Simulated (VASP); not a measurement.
A run of VASP 6.6.1:

File POSCAR:

```
BP
1.0
    0.0000000000      2.3881225000      2.2690000000
    2.2690000000      0.0000000000      2.2690000000
    2.2690000000      2.3881225000      0.0000000000
B P
1 1
Direct
    0.0000000000      0.0000000000      0.0000000000
    0.7500000000      0.7500000000      0.7500000000
```

File INCAR.step1:

```
SYSTEM = BP
PREC = Accurate ; ENCUT = 520
ISMEAR = 0 ; SIGMA = 0.05
LREAL = .FALSE. ; LASPH = .TRUE.
NELM = 60 ; NBANDS = 11
GGA = PE ; ALGO = Normal
EDIFF = 1E-4 ; LWAVE = .TRUE.
LCHARG = .FALSE.
```

INCAR.step2

```
SYSTEM = BP
PREC = Accurate ; ENCUT = 520
EDIFF = 1E-6 ; ISMEAR = 0
SIGMA = 0.05 ; LREAL = .FALSE.
LASPH = .TRUE. ; NELM = 60
ALGO = Normal ; ISIF = 2
LWAVE = .FALSE. ; LCHARG = .FALSE.
METAGGA = R2SCAN ; LMIXTAU = .TRUE.
NBANDS = 11 ; ISTART = 1
```

File KPOINTS:

```
Automatic mesh
0
G
  8 8 8
  0 0 0
```

Potentials or basis: VASP PAW PBE potentials, release 64 (B, P).

The run is started by

```sh
$ cat potpaw_PBE.64/B/POTCAR potpaw_PBE.64/P/POTCAR > POTCAR
$ cp INCAR.step1 INCAR
$ mpirun -np 1 vasp_std > vasp.out
$ cp INCAR.step2 INCAR
$ mpirun -np 1 vasp_std > vasp.out
```

Hardware: 1 thread of Intel Xeon 8259CL, on a shared host.

Question: How long does it take, and how much memory?

Answer: It took 62 s on 1 thread of Intel Xeon 8259CL, on a shared host, peak memory 0.14 GiB. Counts: k points 59.
